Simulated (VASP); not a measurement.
Set up this calculation in VASP 6.6.1, as the native input.

```yaml
Task: single point
Functional: PBE
Potentials_or_basis: VASP PAW PBE potentials, release 64 (Si)
Cutoff: 520 eV
k_mesh: 12 × 12 × 6
Occupations: gaussian, width 0.05 eV
Spin: no spin polarisation
Dipole_correction: no
Further_INCAR_settings: ALGO = Normal; EDIFF = 1e-06; NBANDS = 16
```

The structure of Si lies in POSCAR:

```
Si
1.0
    3.8313174605      0.0000000000      0.0000000000
   -1.9156587303      3.3180182508      0.0000000000
    0.0000000000      0.0000000000      6.3326220002
Si
4
Direct
    0.2881256254      0.5762512508      0.1577569837
    0.6666666667      0.3333333333      0.5630095000
    0.3333333333      0.6666666667      0.4369905000
    0.6666666667      0.3333333333      0.9369905000
```

This cell differs from its parent crystal: atom 1 (Si) moved by (-0.300, +0.600) A along y and z.

One way to write it, as run:

INCAR

```
PREC     = Accurate       # precision mode
ENCUT    = 520            # plane-wave cutoff, eV
EDIFF    = 1E-6           # SCF threshold, eV
ISMEAR   = 0              # smearing method
SIGMA    = 0.05           # smearing width, eV
LREAL    = F              # projectors in reciprocal space
LASPH    = T              # aspherical terms in the spheres
NELM     = 60             # most SCF steps
ALGO     = Normal         # electronic algorithm
ISIF     = 2              # what is computed and relaxed
LWAVE    = F              # write WAVECAR
LCHARG   = T              # write CHGCAR
GGA      = PE             # functional
LELF     = T              # ELF
LVHAR    = T            
NBANDS   = 16             # bands
```

KPOINTS

```
Automatic mesh
0
Gamma
  12 12 6
```

Potentials or basis: VASP PAW PBE potentials, release 64 (Si).

Command:

```bash
$ cat potpaw_PBE.64/Si/POTCAR > POTCAR
$ mpirun -np 1 vasp_std > vasp.out
```

It gave:

```yaml
Pressure: 13.9 GPa
Largest_force: 17.526 eV/Å
Band_gap_on_the_k_mesh: zero (bands 8 and 9 overlap by 1.03 eV)
```

Caveat: the cell differs from its parent crystal (atom 1 (Si) moved by (-0.300, +0.600) A along y and z); the cell stands under pressure; forces of over 1 eV/Å act on the atoms, so gaps and moduli don't describe the material at rest.

Wall time 5.2 min on 1 thread of Intel Xeon 8259CL, on a shared host, peak memory 0.34 GiB.
